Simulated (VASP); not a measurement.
Wanted: the native input for a VASP 6.6.1 run.

| Quantity | Value |
| --- | --- |
| Task | relaxation of shape and atoms at fixed volume |
| Functional | PBE |
| Potentials or basis | VASP PAW PBE potentials, release 64 (Ti_sv) |
| Cutoff | 600 eV |
| k mesh | 12 × 12 × 14 |
| Occupations | gaussian, width 0.1 eV |
| Spin | no spin polarisation |
| Dipole correction | no |
| Further INCAR settings | ALGO = Fast; EDIFF = 1e-07; IBRION = 2; EDIFFG = -0.01; NSW = 50; ISIF = 4 |

The structure of Ti lies in POSCAR:

```
Ti
1.0
    4.4838079388      0.0000000000      0.0000000000
   -2.2419039694      3.8830915807      0.0000000000
    0.0000000000      0.0000000000      2.7766908334
Ti
3
Direct
    0.0000000000      0.0000000000      0.0000000000
    0.3333333333      0.6666666667      0.5000000000
    0.6666666667      0.3333333333      0.5000000000
```

This cell differs from its parent crystal: volume scaled by 0.94.

The input as run:

INCAR

```
SYSTEM = Ti
ALGO = Fast ; EDIFF = 1E-7
EDIFFG = -0.01 ; ENCUT = 600
GGA = PE ; IBRION = 2
ISIF = 4 ; ISMEAR = 0
LASPH = .TRUE. ; LCHARG = .FALSE.
LREAL = .FALSE. ; LWAVE = .FALSE.
NELM = 60 ; NSW = 50
PREC = Accurate ; SIGMA = 0.1
```

KPOINTS

```
k-points
0
G
  12 12 14
  0 0 0
```

Potentials or basis: VASP PAW PBE potentials, release 64 (Ti_sv).

Run with:

```bash
$ cat potpaw_PBE.64/Ti_sv/POTCAR > POTCAR
$ mpirun -np 1 vasp_std > vasp.out
```

It gave:

```json
{
 "Energy gained by relaxing": "0.0 meV/atom",
 "Ionic steps": "2",
 "Pressure after relaxing": "7.4 GPa",
 "Band gap on the k mesh": "zero (band 18 reaches 9.29 eV, above the bottom of band 19 at 8.94 eV)"
}
```

Wall time 8.5 min on 1 thread of Intel(R) Xeon(R) Platinum 8488C (Sapphire Rapids), on a shared host, peak memory 0.29 GiB.
